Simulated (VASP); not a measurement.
# SiC (P6_3mc) in VASP: notebook

The runs below take SiC through single point, with PBE.

Everything below comes from runs of VASP 6.6.1. Logs are shortened: lines on timing, memory, paths and dates and some standing lists are left out, and cuts for length are marked.

## (1) The cell of the first run

The structure is hexagonal, space group P6_3mc (No. 186). The conventional cell has a = 3.065 Å, b = 3.065 Å, c = 5.164 Å, α = 90.00°, β = 90.00°, γ = 120.00°. Within 2.5 Å of Si (site symmetry 3m) lie 4 C at 1.86 to 2.02 Å. Within 2.5 Å of C (site symmetry 3m) lie 4 Si at 1.86 to 2.02 Å.

## (2) Single point, PBE (c/a of the conventional cell at fixed volume 1.6847)

INCAR

```
PREC = Accurate ; ENCUT = 520
EDIFF = 1E-6 ; ISMEAR = 0
SIGMA = 0.05 ; LREAL = False
LASPH = True ; NELM = 80
ALGO = Normal ; ISIF = 2
LWAVE = False ; LCHARG = True
GGA = PE ; LELF = True
LVHAR = True ; NBANDS = 16
```

KPOINTS

```
regular mesh
0
Gamma
  12 12 6
```

POSCAR

```
SiC
1.0
    3.0650400263      0.0000000000      0.0000000000
   -1.5325200132      2.6544025264      0.0000000000
    0.0000000000      0.0000000000      5.1636729323
Si C
2 2
Direct
    0.3333333333      0.6666666667      0.0045639005
    0.6666666667      0.3333333333      0.5045639005
    0.3333333333      0.6666666667      0.3953555939
    0.6666666667      0.3333333333      0.8953555939
```

Potentials or basis: VASP PAW PBE potentials, release 64 (Si, C).

The run is started by

```
cat potpaw_PBE.64/Si/POTCAR potpaw_PBE.64/C/POTCAR > POTCAR
mpirun -np 1 vasp_std > vasp.out
```

OUTCAR:

```text
PREC = Accurate
   ENCUT = 520
   EDIFF = 1E-6
   ISMEAR = 0
   LREAL = False
   LASPH = True
   NELM = 80
   ISIF = 2
   GGA = PE

 ion  position               nearest neighbor table
   1  0.333  0.667  0.005-   4 1.86   4 1.86   4 1.86   3 2.02   2 3.13   2 3.13   2 3.13   2 3.13
                             2 3.13   2 3.13
   2  0.667  0.333  0.505-   3 1.86   3 1.86   3 1.86   4 2.02   1 3.13   1 3.13   1 3.13   1 3.13
                             1 3.13   1 3.13
   3  0.333  0.667  0.395-   2 1.86   2 1.86   2 1.86   1 2.02
   4  0.667  0.333  0.895-   1 1.86   1 1.86   1 1.86   2 2.02

  LATTYP: Found a hexagonal cell.
 ALAT       =     3.0650400263
 C/A-ratio  =     1.6847000000

  Lattice vectors:

 A1 = (   3.0650400263,   0.0000000000,   0.0000000000)
 A2 = (  -1.5325200132,   2.6544025264,   0.0000000000)
 A3 = (   0.0000000000,   0.0000000000,   5.1636729323)

Analysis of symmetry for initial positions (statically):
=====================================================================
 Subroutine PRICEL returns:
 Original cell was already a primitive cell.

 Routine SETGRP: Setting up the symmetry group for a
 hexagonal supercell.

 Subroutine GETGRP returns: Found 12 space group operations
 (whereof  6 operations were pure point group operations)
 out of a pool of 24 trial point group operations.

The static configuration has the point symmetry C_3v.
 The point group associated with its full space group is C_6v.

Analysis of symmetry for dynamics (positions and initial velocities):
=====================================================================
 Subroutine PRICEL returns:
 Original cell was already a primitive cell.

 Routine SETGRP: Setting up the symmetry group for a
 hexagonal supercell.

 Subroutine GETGRP returns: Found 12 space group operations
 (whereof  6 operations were pure point group operations)
 out of a pool of 24 trial point group operations.

The dynamic configuration has the point symmetry C_3v.
 The point group associated with its full space group is C_6v.

 Subroutine INISYM returns: Found 12 space group operations
 (whereof  6 operations are pure point group operations),
 and found     1 'primitive' translations

----------------------------------------------------------------------------------------

                                     Primitive cell

  volume of cell :      42.0109

  direct lattice vectors                    reciprocal lattice vectors
     3.065040026  0.000000000  0.000000000     0.326260013  0.188366307  0.000000000
    -1.532520013  2.654402526  0.000000000     0.000000000  0.376732613  0.000000000
     0.000000000  0.000000000  5.163672932     0.000000000  0.000000000  0.193660600

  length of vectors
     3.065040026  3.065040026  5.163672932     0.376732613  0.376732613  0.193660600

  position of ions in fractional coordinates (direct lattice)
     0.333333333  0.666666667  0.004563901
     0.666666667  0.333333333  0.504563901
     0.333333333  0.666666667  0.395355594
     0.666666667  0.333333333  0.895355594

  ion indices of the primitive-cell ions
   primitive index   ion index
                 1           1
                 2           2
                 3           3
                 4           4

----------------------------------------------------------------------------------------

 KPOINTS: regular mesh

Automatic generation of k-mesh.
 Grid dimensions read from file:
 generate k-points for:   12   12    6

 Generating k-lattice:

  Cartesian coordinates                     Fractional coordinates (reciprocal lattice)
     0.027188334  0.015697192  0.000000000     0.083333333 -0.000000000  0.000000000
     0.000000000  0.031394384  0.000000000     0.000000000  0.083333333  0.000000000
     0.000000000  0.000000000  0.032276767     0.000000000  0.000000000  0.166666667

  Length of vectors
     0.031394384  0.031394384  0.032276767

  Shift w.r.t. Gamma in fractional coordinates (k-lattice)
     0.000000000  0.000000000  0.000000000

 Subroutine IBZKPT returns following result:
 ===========================================

 Found     76 irreducible k-points:

 Following reciprocal coordinates:
            Coordinates               Weight
  0.000000  0.000000  0.000000      1.000000
  0.083333 -0.000000  0.000000      6.000000
  0.166667 -0.000000  0.000000      6.000000
  0.250000 -0.000000  0.000000      6.000000
  0.333333 -0.000000  0.000000      6.000000
  0.416667 -0.000000  0.000000      6.000000
[... 16 lines left out ...]
  0.250000 -0.000000  0.166667     12.000000
  0.333333 -0.000000  0.166667     12.000000
 [... further k-points ...]
   k-points           NKPTS =     76   k-points in BZ     NKDIM =     76   number of bands    NBANDS=     16
   number of dos      NEDOS =    301   number of ions     NIONS =      4
   total plane-waves  NPLWV =  23040
   dimension x,y,z NGX =    24 NGY =   24 NGZ =   40
   dimension x,y,z NGXF=    48 NGYF=   48 NGZF=   80
   ions per type =               2   2
   NGX,Y,Z   is equivalent  to a cutoff of  13.02, 13.02, 12.88 a.u.
   NGXF,Y,Z  is equivalent  to a cutoff of  26.03, 26.03, 25.76 a.u.
 SYSTEM =  unknown system
   PREC   = accura    normal or accurate (medium, high low for compatibility)
   ISTART =      0    job   : 0-new  1-cont  2-samecut
   ICHARG =      2    charge: 1-file 2-atom 10-const
   ISPIN  =      1    spin polarized calculation?
   LNONCOLLINEAR =      F non collinear calculations
   LSORBIT =      F    spin-orbit coupling
   LASPH  =      T    aspherical Exc in radial PAW
   ENCUT  =  520.0 eV  38.22 Ry    6.18 a.u.   5.70  5.70  9.60*2*pi/ulx,y,z
   NELM   =     80;   NELMIN=  2; NELMDL= -5     # of ELM steps
   EDIFF  = 0.1E-05   stopping-criterion for ELM
   LREAL  =      F    real-space projection
   EDIFFG = 0.1E-04   stopping-criterion for IOM
   NSW    =      0    number of steps for IOM
   IBRION =     -1    ionic relax: 0-MD 1-quasi-New 2-CG
   NFREE  =      0    steps in history (QN), initial steepest desc. (CG)
   ISIF   =      2    stress and relaxation
   ISYM   =      2    0-nonsym 1-usesym 2-fastsym
   POTIM  = 0.5000    time-step for ionic-motion
   TEBEG  =    0.0;   TEEND  =   0.0 temperature during run
   PSTRESS=    0.0 pullay stress
   NELECT =      16.0000    total number of electrons
   NUPDOWN=      -1.0000    fix difference up-down
   EMIN   =  10.00;   EMAX   =-10.00  energy-range for DOS
   EFERMI =   0.00;   METHOD = LEGACY
   ISMEAR =     0;   SIGMA  =   0.05  broadening in eV -4-tet -1-fermi 0-gaus
   EFERMI_NEDOS =   21; number of points for ismear=-14 and -15
   IALGO  =     38    algorithm
   IMIX   =      4    mixing-type and parameters
     AMIX     =   0.40;   BMIX     =  1.00
     AMIX_MAG =   1.60;   BMIX_MAG =  1.00
  volume/ion in A,a.u.               =      10.50        70.88
  Fermi-wavevector in a.u.,A,eV,Ry     =   1.186664  2.242469 19.159321  1.408170
  Thomas-Fermi vector in A             =   2.322831
   LORBIT       =      0    0 simple, 1 ext, 2 COOP (PROOUT), +10 PAW based schemes
   GGA     = PE    functional components
   LHFCALC =     F    Hartree Fock is set to
   AEXX    =    0.0000 exact exchange contribution
   IVDW    =     0    specifies the selected vdW correction
   LEPSILON=     F    determine dielectric tensor
   LRPA    =     F    only Hartree local field effects (RPA)
 non-spin polarized calculation
 Gauss-broadening in eV      SIGMA  =   0.05
  energy-cutoff  :      520.00
  volume of cell :       42.01
 maximum number of plane-waves:      1172
 NGX is ok and might be reduce to    24
   NGX = 11   NGY = 11   NGZ = 19

 number of electron      16.0000000 magnetization

 Free energy of the ion-electron system (eV)
  ---------------------------------------------------
  ext. energy  EPLUGINS =         0.00000000
  ---------------------------------------------------
  free energy    TOTEN  =       -29.96338080 eV

  energy without entropy =      -29.96338080  energy(sigma->0) =      -29.96338080

 E-fermi :   8.5452     XC(G=0): -11.2788

 val. band max:        8.2666588661   @ k =   0.0000   0.0000   0.0000
 cond. band min:      10.6475287985   @ k =   0.3333   0.3333   0.0000
 fundamental gap:      2.3808699324
 Fermi energy:         8.5452180047

 k-point     1 :       0.0000    0.0000    0.0000
  band No.  band energies     occupation
      1      -7.3845      2.00000
      2      -4.2011      2.00000
      3      -0.2970      2.00000
      4       6.7634      2.00000
      5       6.7634      2.00000
      6       7.8848      2.00000
[... 8 lines left out ...]
     15      16.8248      0.00000
     16      19.4328      0.00000

 k-point     2 :       0.0833   -0.0000    0.0000
  band No.  band energies     occupation
      1      -7.2627      2.00000
      2      -4.0942      2.00000
      3      -0.1825      2.00000
      4       6.0959      2.00000
      5       6.5589      2.00000
      6       7.4223      2.00000
[... 8 lines left out ...]
     15      17.1475      0.00000
     16      18.6223      0.00000

 k-point     3 :       0.1667   -0.0000    0.0000
  band No.  band energies     occupation
      1      -6.9006      2.00000
      2      -3.7810      2.00000
      3       0.1520      2.00000
      4       4.6206      2.00000
      5       6.0924      2.00000
      6       6.2907      2.00000
[... 8 lines left out ...]
     15      17.5059      0.00000
     16      17.9043      0.00000

 k-point     4 :       0.2500   -0.0000    0.0000
  band No.  band energies     occupation
      1      -6.3092      2.00000
      2      -3.2921      2.00000
      3       0.6566      2.00000
      4       2.9877      2.00000
      5       4.8833      2.00000
      6       5.5822      2.00000
[... 8 lines left out ...]
     15      17.8981      0.00000
     16      18.8381      0.00000
[... 324 lines left out ...]
 k-point    22 :       0.1667   -0.0000    0.1667
  band No.  band energies     occupation
      1      -6.7749      2.00000
      2      -4.2040      2.00000
      3       0.7765      2.00000
      4       4.7279      2.00000
      5       6.0245      2.00000
      6       6.1721      2.00000
[... 8 lines left out ...]
     15      17.7422      0.00000
     16      18.2297      0.00000

 k-point    23 :       0.2500   -0.0000    0.1667
  band No.  band energies     occupation
      1      -6.1855      2.00000
      2      -3.6888      2.00000
      3       1.1823      2.00000
      4       3.1703      2.00000
      5       4.5918      2.00000
      6       5.6685      2.00000
[... 8 lines left out ...]
     15      18.4686      0.00000
     16      18.7866      0.00000

 k-point    24 :       0.3333   -0.0000    0.1667
  band No.  band energies     occupation
      1      -5.3963      2.00000
      2      -3.0614      2.00000
      3       0.9271      2.00000
      4       2.5333      2.00000
      5       3.1394      2.00000
      6       5.2484      2.00000
[... 8 lines left out ...]
     15      18.9673      0.00000
     16      20.0470      0.00000

 [... further k-points ...]

------------------------ aborting loop because EDIFF is reached ----------------------------------------

  FORCE on cell =-STRESS in cart. coord.  units (eV):
  Direction    XX          YY          ZZ          XY          YZ          ZX
  --------------------------------------------------------------------------------------
  -------------------------------------------------------------------------------------
  Total        2.0658175      2.0658175     -2.8055717     -0.0000000      0.0000000      0.0000000
  in kB       78.7845173     78.7845173   -106.9966790     -0.0000000      0.0000000      0.0000000
  external PRESSURE =      16.8574518 kB  Pullay stress =       0.0000000 kB

 VOLUME and BASIS-vectors are now :
 -----------------------------------------------------------------------------
  energy-cutoff  :      520.00
  volume of cell :       42.01
      direct lattice vectors                 reciprocal lattice vectors
     3.065040026  0.000000000  0.000000000     0.326260013  0.188366307  0.000000000
    -1.532520013  2.654402526  0.000000000     0.000000000  0.376732613  0.000000000
     0.000000000  0.000000000  5.163672932     0.000000000  0.000000000  0.193660600

 POSITION                                       TOTAL-FORCE (eV/Angst)
 -----------------------------------------------------------------------------------
     -0.00000      1.76960      0.02357         0.000000     -0.000000      1.224645
      1.53252      0.88480      2.60540         0.000000      0.000000      1.224645
     -0.00000      1.76960      2.04149        -0.000000      0.000000     -1.224645
      1.53252      0.88480      4.62332         0.000000     -0.000000     -1.224645
 -----------------------------------------------------------------------------------
    total drift:                                0.000000      0.000000     -0.000222

  FREE ENERGIE OF THE ION-ELECTRON SYSTEM (eV)
  ---------------------------------------------------
  free  energy   TOTEN  =       -29.9633808000 eV

  energy  without entropy=      -29.9633808000  energy(sigma->0) =      -29.96338080
```

Run time: 30 s. Hardware: 1 thread of Intel Xeon 6975P-C, shared host; peak memory 0.18 GiB.

What came out:

| Quantity | Value |
| --- | --- |
| Free energy | -29.9634 eV |
| Pressure | 1.7 GPa |
| Largest force | 1.225 eV/Å |
| Band gap on the k mesh | 2.38 eV, indirect (least direct gap 4.36 eV) |

Forces in eV/Å, atoms in the order of the input:
```
Si   0.000  0.000  1.225
Si   0.000  0.000  1.225
C    0.000  0.000 -1.225
C    0.000  0.000 -1.225
```

Caveat: forces of over 1 eV/Å act on the atoms, so gaps and moduli don't describe the material at rest. A k mesh can miss the band edges.

## (3) Single point, PBE (c/a of the conventional cell at fixed volume 1.5972)

INCAR

```
  PREC = Accurate
  ENCUT = 520
  EDIFF = 1E-6
  ISMEAR = 0
  SIGMA = 0.05
  LREAL = F
  LASPH = T
  NELM = 60
  ALGO = Normal
  ISIF = 2
  LWAVE = F
  LCHARG = F
  GGA = PE
  NBANDS = 16
```

KPOINTS is that of step 2.

POSCAR

```
SiC
1.0
    3.1200190218      0.0000000000      0.0000000000
   -1.5600095109      2.7020157332      0.0000000000
    0.0000000000      0.0000000000      4.9832943816
Si C
2 2
Direct
    0.3333333333      0.6666666667      0.0045639005
    0.6666666667      0.3333333333      0.5045639005
    0.3333333333      0.6666666667      0.4102553796
    0.6666666667      0.3333333333      0.9102553796
```

Potentials or basis: VASP PAW PBE potentials, release 64 (Si, C).

The run is started by

```
cat potpaw_PBE.64/Si/POTCAR potpaw_PBE.64/C/POTCAR > POTCAR
mpirun -np 1 vasp_std > vasp.out
```

OUTCAR:

```text
PREC = Accurate
   ENCUT = 520
   EDIFF = 1E-6
   ISMEAR = 0
   LREAL = F
   LASPH = T
   NELM = 60
   ISIF = 2
   GGA = PE

 ion  position               nearest neighbor table
   1  0.333  0.667  0.005-   4 1.86   4 1.86   4 1.86   3 2.02   2 3.07   2 3.07   2 3.07   2 3.07
                             2 3.07   2 3.07
   2  0.667  0.333  0.505-   3 1.86   3 1.86   3 1.86   4 2.02   1 3.07   1 3.07   1 3.07   1 3.07
                             1 3.07   1 3.07
   3  0.333  0.667  0.410-   2 1.86   2 1.86   2 1.86   1 2.02
   4  0.667  0.333  0.910-   1 1.86   1 1.86   1 1.86   2 2.02
[... 661 lines left out ...]
  --------------------------------------------------------------------------------------
  -------------------------------------------------------------------------------------
  Total        0.0464425      0.0464425      0.2322684      0.0000000      0.0000000      0.0000000
  in kB        1.7711865      1.7711865      8.8580689      0.0000000      0.0000000      0.0000000
  external PRESSURE =       4.1334807 kB  Pullay stress =       0.0000000 kB

 VOLUME and BASIS-vectors are now :
 -----------------------------------------------------------------------------
  energy-cutoff  :      520.00
  volume of cell :       42.01
      direct lattice vectors                 reciprocal lattice vectors
     3.120019022  0.000000000  0.000000000     0.320510866  0.185047035  0.000000000
    -1.560009511  2.702015733  0.000000000     0.000000000  0.370094070  0.000000000
     0.000000000  0.000000000  4.983294382     0.000000000  0.000000000  0.200670465

 POSITION                                       TOTAL-FORCE (eV/Angst)
 -----------------------------------------------------------------------------------
     -0.00000      1.80134      0.02274        -0.000000     -0.000000      1.735994
      1.56001      0.90067      2.51439         0.000000      0.000000      1.735994
     -0.00000      1.80134      2.04442        -0.000000     -0.000000     -1.735994
      1.56001      0.90067      4.53607         0.000000     -0.000000     -1.735994
 -----------------------------------------------------------------------------------
    total drift:                                0.000000      0.000000      0.000017

  FREE ENERGIE OF THE ION-ELECTRON SYSTEM (eV)
  ---------------------------------------------------
  free  energy   TOTEN  =       -29.8174534022 eV

  energy  without entropy=      -29.8174534022  energy(sigma->0) =      -29.81745340
```

Wall time 44 s (1 thread of Intel Xeon 8259CL, shared host); peak memory 0.18 GiB.

What came out:

```
Free energy            : -29.8175 eV
Pressure               : 0.4 GPa
Largest force          : 1.736 eV/Å
Band gap on the k mesh : 1.61 eV, indirect (least direct gap 3.33 eV)
```

Forces in eV/Å, atoms in the order of the input:
```
Si   0.000  0.000  1.736
Si   0.000  0.000  1.736
C    0.000  0.000 -1.736
C    0.000  0.000 -1.736
```

Stress tensor (GPa, compression positive):
```
0.18 0.00 0.00
0.00 0.18 0.00
0.00 0.00 0.89
```

Caveat: forces of over 1 eV/Å act on the atoms, so gaps and moduli don't describe the material at rest. A k mesh can miss the band edges.

[end of part 1 of 2]
